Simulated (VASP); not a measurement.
A run of VASP 6.6.1 is set up as follows.

Contents of POSCAR:

```
BN
1.0
    2.5539396017      0.0000000000      0.0000000000
   -1.2769698009      2.2117765748      0.0000000000
    0.0000000000      0.0000000000      4.0577808000
B N
2 2
Direct
    0.6666666667      0.3333333333      0.9997240000
    0.3333333333      0.6666666667      0.4997240000
    0.6666666667      0.3333333333      0.6252760000
    0.3333333333      0.6666666667      0.1252760000
```

INCAR.step1

```
SYSTEM = BN
ALGO = Normal
EDIFF = 1E-4
ENCUT = 520
GGA = PE
ISMEAR = 0
LASPH = .TRUE.
LCHARG = .FALSE.
LREAL = .FALSE.
LWAVE = .TRUE.
NBANDS = 16
NELM = 60
PREC = Accurate
SIGMA = 0.05
```

INCAR.step2

```
SYSTEM = BN
ALGO = Normal
EDIFF = 1E-6
ENCUT = 520
ISIF = 2
ISMEAR = 0
ISTART = 1
LASPH = .TRUE.
LCHARG = .FALSE.
LMIXTAU = .TRUE.
LREAL = .FALSE.
LWAVE = .FALSE.
METAGGA = R2SCAN
NBANDS = 16
NELM = 60
PREC = Accurate
SIGMA = 0.05
```

Contents of KPOINTS:

```
k-points
0
G
  12 12 6
  0 0 0
```

Potentials or basis: VASP PAW PBE potentials, release 64 (B, N).

Run with:

```sh
$ cat potpaw_PBE.64/B/POTCAR potpaw_PBE.64/N/POTCAR > POTCAR
$ cp INCAR.step1 INCAR
$ mpirun -np 1 vasp_std > vasp.out
$ cp INCAR.step2 INCAR
$ mpirun -np 1 vasp_std > vasp.out
```

Estimate the pressure.

14.0 GPa.

Estimate the largest force.

0.140 eV/Å.

Stress tensor (GPa, compression positive):
```
-0.88  0.00  0.00
 0.00 -0.88  0.00
 0.00  0.00 43.90
```

Caveat: the cell differs from its parent crystal (strain +0.000 along x and y, -0.040 along z); the stress differs along the axes, from -1 to 44 GPa; the PAW data sets were made with another functional, which shifts forces and pressure a little.
